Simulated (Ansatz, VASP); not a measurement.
## One calculation of C, two programs

The input POSCAR:

```
C
1.0
    2.5031943433      0.0000000000      0.0000000000
   -1.2515971717      2.1678298919      0.0000000000
    0.0000000000      0.0000000000      4.1677203060
C
4
Direct
    0.3333333333      0.6666666667      0.0627111862
    0.6666666667      0.3333333333      0.5627111862
    0.3333333333      0.6666666667      0.4372888138
    0.6666666667      0.3333333333      0.9372888138
```

Contents of INCAR.step1:

```
PREC     = Accurate       # precision mode
ENCUT    = 600            # plane-wave cutoff, eV
ISMEAR   = 0              # smearing method
SIGMA    = 0.02           # smearing width, eV
LREAL    = False          # projectors in reciprocal space
LASPH    = True           # aspherical terms in the spheres
NELM     = 100            # most SCF steps
GGA      = PE             # functional
ALGO     = Normal         # electronic algorithm
EDIFF    = 1E-4           # SCF threshold, eV
LWAVE    = True           # write WAVECAR
LCHARG   = False          # write CHGCAR
```

INCAR.step2

```
PREC     = Accurate       # precision mode
ENCUT    = 600            # plane-wave cutoff, eV
EDIFF    = 1E-7           # SCF threshold, eV
ISMEAR   = 0              # smearing method
SIGMA    = 0.02           # smearing width, eV
LREAL    = False          # projectors in reciprocal space
LASPH    = True           # aspherical terms in the spheres
NELM     = 100            # most SCF steps
ALGO     = Normal         # electronic algorithm
ISIF     = 3              # what is computed and relaxed
LWAVE    = False          # write WAVECAR
LCHARG   = False          # write CHGCAR
METAGGA  = R2SCAN         # meta-GGA
LMIXTAU  = True         
IBRION   = 2              # ionic algorithm
NSW      = 80             # ionic steps
EDIFFG   = -0.01          # ionic threshold
ISTART   = 1
```

Contents of KPOINTS:

```
Automatic mesh
0
Gamma
  12 12 6
```

Input for Ansatz:

```yaml
crystal:
  lattice:
    - [2.5031943404, 0.0, 0.0]
    - [-1.2515971702, 2.1678298894, 0.0]
    - [0.0, 0.0, 4.1677203149]
  atoms:
    - { symbol: C, position: [0.3333333333, 0.6666666667, 0.0627111857] }
    - { symbol: C, position: [0.6666666667, 0.3333333333, 0.5627111857] }
    - { symbol: C, position: [0.3333333333, 0.6666666667, 0.4372888143] }
    - { symbol: C, position: [0.6666666667, 0.3333333333, 0.9372888143] }
basis:
  ecutwfc: 500
kpoints:
  mp_grid: { grid: [12, 12, 6] }
hamiltonian:
  xc: r2scan
scf:
  occupations: { method: gaussian, width: 0.02 }
output:
  forces: true
  stress: true
  eigenvalues: true
relax:
  adjacent_minimum: "off"
  f_tol: 0.01
  max_steps: 60
  cell: { stress_tol: 0.1 }
```

Alike in both runs: task relaxation of cell and atoms; functional r2SCAN; k mesh 12 × 12 × 6; occupations gaussian, width 0.02 eV; no spin polarisation.

|  | VASP | Ansatz |
| --- | --- | --- |
| version | VASP 6.6.1 | Ansatz 0.2.0 |
| potentials or method | VASP PAW PBE potentials, release 64 (C), cutoff 600 eV | scalar-relativistic, plane waves, PAW |
| valence electrons in the cell | 16 | 16 |

|  | VASP | Ansatz | Ansatz less VASP |
| --- | --- | --- | --- |
| gap on the k mesh at the Fermi level, each at its own relaxed structure (eV) | 3.56 | 3.59 | +0.038 |
| relaxed volume (Å³/atom) | 5.66 | 5.66 | -0.004 |
| relaxed length of the cell vector where the two differ most in proportion (Å) | 2.504 | 2.503 | -0.0007 |

VASP's potentials were made for PBE, not for r2SCAN.
